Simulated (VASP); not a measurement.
Set up this calculation in VASP 6.6.1, as the native input.

| Item | Value |
| --- | --- |
| Task | single point |
| Functional | PBE |
| Potentials or basis | VASP PAW PBE potentials, release 64 (Ca_sv, B) |
| Cutoff | 520 eV |
| k mesh | 12 × 12 × 4 |
| Occupations | gaussian, width 0.1 eV |
| Spin | no spin polarisation |
| Dipole correction | no |
| Further INCAR settings | ALGO = Normal; EDIFF = 1e-07; NBANDS = 32 |

The structure of Ca3B5 lies in POSCAR:

```
Ca3B5
1.0
    3.7845613887      0.0000000000      0.0000000000
   -1.8922806944      3.2775263048      0.0000000000
    0.0000000000      0.0000000000     10.5140576099
Ca B
3 5
Direct
    0.0000000000      0.0000000000      0.6875451231
    0.0000000000      0.0000000000      0.3124548769
    0.0000000000      0.0000000000      0.0000000000
    0.3333333333      0.6666666667      0.0000000000
    0.6666666667      0.3333333333      0.0000000000
    0.5000000000      0.0000000000      0.5000000000
    0.0000000000      0.5000000000      0.5000000000
    0.5000000000      0.5000000000      0.5000000000
```

The cell was built from a structure type or drawn by symmetry, and may not be a known phase.

One way to write it, as run:

INCAR

```
SYSTEM = Ca3B5
PREC = Accurate ; ENCUT = 520
EDIFF = 1E-7 ; ISMEAR = 0
SIGMA = 0.1 ; LREAL = .False.
LASPH = .True. ; NELM = 80
ALGO = Normal ; ISIF = 2
LWAVE = .False. ; LCHARG = .True.
GGA = PE ; LELF = .True.
LVHAR = .True. ; NBANDS = 32
```

KPOINTS

```
regular mesh
0
Gamma
  12 12 4
  0 0 0
```

Potentials or basis: VASP PAW PBE potentials, release 64 (Ca_sv, B).

Command:

```console
$ cat potpaw_PBE.64/Ca_sv/POTCAR potpaw_PBE.64/B/POTCAR > POTCAR
$ mpirun -np 1 vasp_std > vasp.out
```

Results of the run:

```
Pressure               : 0.2 GPa
Largest force          : 0.027 eV/Å
Band gap on the k mesh : zero (an odd number of electrons rules out a gap without spin polarisation)
```

Run time: 2.3 min on 1 thread of Oxide Virtual Turin-like Processor, with other jobs on the host, peak memory 0.32 GiB.
